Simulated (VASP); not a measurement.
A run of VASP 6.6.1:

File POSCAR:

```
Al32HNO47
1.0
    4.8078835245      2.7758328471      8.7484141875
   -4.8078835245      2.7758328471      8.7484141875
    0.0000000000     -5.5516656942      8.7484141875
Al O N H
32 47 1 1
Direct
    0.3248542499      0.3235534863      0.3249397838
    0.4225686221      0.4306900878      0.4266753779
    0.0733082352      0.0749159203      0.0754184641
    0.1775929323      0.1757288349      0.1763333652
    0.3254046783      0.3231526159      0.8239716617
    0.4263934994      0.4258893736      0.9266107835
    0.0758610420      0.0737432754      0.5745801607
    0.1753026106      0.1760906050      0.6781137936
    0.3239571424      0.8246374883      0.3250089092
    0.4270507779      0.9261837697      0.4264730105
    0.0754275436      0.5751265540      0.0738266054
    0.1762365681      0.6766091673      0.1775067437
    0.3239624985      0.8234138907      0.8252169506
    0.4248444188      0.9246132520      0.9301974399
    0.0731194492      0.5743957543      0.5760851423
    0.1767474029      0.6761370058      0.6769918208
    0.8310331291      0.3312494041      0.3224791221
    0.9283766550      0.4275560278      0.4286806504
    0.5746790893      0.0737253429      0.0726086823
    0.6749966563      0.1754322621      0.1748789708
    0.8243623543      0.3241231790      0.8253238341
    0.9263882770      0.4267107175      0.9273450988
    0.5667450998      0.0715950902      0.5831579510
    0.6805930357      0.1747127177      0.6710328943
    0.8240996335      0.8244333074      0.3249477207
    0.9266930923      0.9259511493      0.4278223762
    0.5745628091      0.5738349716      0.0750762861
    0.6761271929      0.6775019985      0.1760801764
    0.8245336242      0.8235017588      0.8252674398
    0.9266326225      0.9265222975      0.9261038078
    0.5746773148      0.5736626481      0.5744354570
    0.6764613141      0.6754537257      0.6773698799
    0.2229917433      0.0284887223      0.3754702759
    0.4721514306      0.1251747061      0.2779664203
    0.0314240914      0.3758303648      0.2215344127
    0.3759139778      0.2220542481      0.0279452293
    0.1260923557      0.2787698827      0.4727567718
    0.2787116924      0.4720873278      0.1256951204
    0.2212499914      0.0278558109      0.8770357183
    0.4704603175      0.1227412078      0.7817995131
    0.0277699771      0.3752864246      0.7235824915
    0.3724055873      0.2208454577      0.5302182518
    0.1253975330      0.2784583869      0.9727142218
    0.2769863596      0.4724953336      0.6267696439
    0.2217075907      0.5290557159      0.3764330509
    0.4709704316      0.6281384232      0.2770812338
    0.0278006610      0.8760028518      0.2233481789
    0.3748356095      0.7217280875      0.0299306738
    0.1254163329      0.7784635109      0.4729312798
    0.2777827940      0.9721825910      0.1268028133
    0.2231153380      0.5282248071      0.8753896920
    0.4722041934      0.6242546739      0.7790701220
    0.0295431542      0.8751070214      0.7223005404
    0.3760529694      0.7216281116      0.5284159541
    0.1252461849      0.7784904453      0.9728137049
    0.2786708574      0.9710847617      0.6260642946
    0.7199576665      0.0282856099      0.3768624642
    0.9724652723      0.1262800482      0.2795078970
    0.5277837579      0.3754527066      0.2200889207
    0.8740612425      0.2221000894      0.0303910159
    0.7802928385      0.4741332475      0.1243441484
    0.7230078081      0.0285319878      0.8739649695
    0.9725856123      0.1251606438      0.7796524798
    0.5300398666      0.3739542563      0.7193994624
    0.8789632649      0.2230868687      0.5289079905
    0.6257788853      0.2778925222      0.9711008249
    0.7786252663      0.4723892854      0.6266247345
    0.7251673887      0.5320132869      0.3738864028
    0.9732626581      0.6258787556      0.2791829103
    0.5287880024      0.8757386804      0.2219212928
    0.8759466878      0.7224709788      0.0286678210
    0.6252407863      0.7787311863      0.4730042427
    0.7786378538      0.9718082496      0.1254064549
    0.7219055827      0.5283773651      0.8763207796
    0.9723375522      0.6250709389      0.7793391522
    0.5271348259      0.8728560570      0.7250200244
    0.8750133786      0.7219357932      0.5294099299
    0.6252145998      0.7786136606      0.9725989094
    0.7796532052      0.9682209353      0.6275041640
    0.6285877045      0.2794199349      0.4636910463
    0.6861176226      0.2264717948      0.3760215097
```

Contents of INCAR.step1:

```
SYSTEM = Al32HNO47
  ALGO = Normal
  EDIFF = 1E-4
  ENCUT = 520
  GGA = PE
  ISMEAR = -1
  LASPH = .TRUE.
  LCHARG = .FALSE.
  LREAL = Auto
  LWAVE = .TRUE.
  NBANDS = 238
  NELM = 80
  PREC = Accurate
  SIGMA = 0.01
```

File INCAR.step2:

```
SYSTEM = Al32HNO47
  ALGO = Normal
  EDIFF = 1E-6
  ENCUT = 520
  ISIF = 2
  ISMEAR = -1
  ISTART = 1
  LASPH = .TRUE.
  LCHARG = .TRUE.
  LELF = .TRUE.
  LMIXTAU = .TRUE.
  LREAL = Auto
  LVHAR = .TRUE.
  LWAVE = .FALSE.
  METAGGA = R2SCAN
  NBANDS = 238
  NELM = 80
  PREC = Accurate
  SIGMA = 0.01
```

File KPOINTS:

```
k-points
0
G
  1 1 1
  0 0 0
```

Potentials or basis: VASP PAW PBE potentials, release 64 (Al, O, N, H).

The run is started by

```sh
$ cat potpaw_PBE.64/Al/POTCAR potpaw_PBE.64/O/POTCAR potpaw_PBE.64/N/POTCAR potpaw_PBE.64/H/POTCAR > POTCAR
$ cp INCAR.step1 INCAR
$ mpirun -np 1 vasp_gam > vasp.out
$ cp INCAR.step2 INCAR
$ mpirun -np 1 vasp_gam > vasp.out
```

Hardware: 1 thread of AMD EPYC 7R43 64-Core Processor (Zen 3), on a shared host.

Problem. Estimate the wall time of this run.

Solution. Wall time 31 min on 1 thread of AMD EPYC 7R43 64-Core Processor (Zen 3), with other jobs on the host, peak memory 1.1 GiB. Counts: k points 1.
